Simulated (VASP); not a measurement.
# PbS: single point with RPBE

The system is PbS.

```xyz
2
Lattice="3.6537 0.0000 0.0000 0.0000 3.6537 0.0000 0.0000 0.0000 3.6537" Properties=species:S:1:pos:R:3 pbc="T T T"
Pb    0.0000    0.0000    0.0000
S     1.8268    1.8268    1.8268
```

```
Program                : VASP 6.6.1
Task                   : single point
Functional             : RPBE
Potentials or basis    : VASP PAW PBE potentials, release 64 (Pb_d, S)
Cutoff                 : 520 eV
k mesh                 : 7 × 7 × 7
Occupations            : fermi-dirac, width 0.05 eV
Spin                   : no spin polarisation
Dipole correction      : no
Further INCAR settings : ALGO = Normal; EDIFF = 1e-06; NBANDS = 17
```

```
Pressure               : 2.0 GPa
Band gap on the k mesh : 0.17 eV, indirect (least direct gap 1.48 eV)
```

Levels at points of the mesh, in eV from the valence-band top:
```
           k point  band 6  band 7  band 8  band 9  band 10  band 11  band 12  band 13  band 14  band 15
(0.00, 0.00, 0.00)  -12.98   -6.56   -1.44   -1.44    -1.44     5.67     5.67     6.71     6.71     6.71
```

It took 8.9 s on 1 thread of Intel(R) Xeon(R) Platinum 8488C (Sapphire Rapids) (shared host), peak memory 0.16 GiB.

Caveat: the PAW data sets were made with another functional, which shifts forces and pressure a little; spin-orbit coupling is left out, which moves the levels of the heavy elements. A k mesh can miss the band edges.
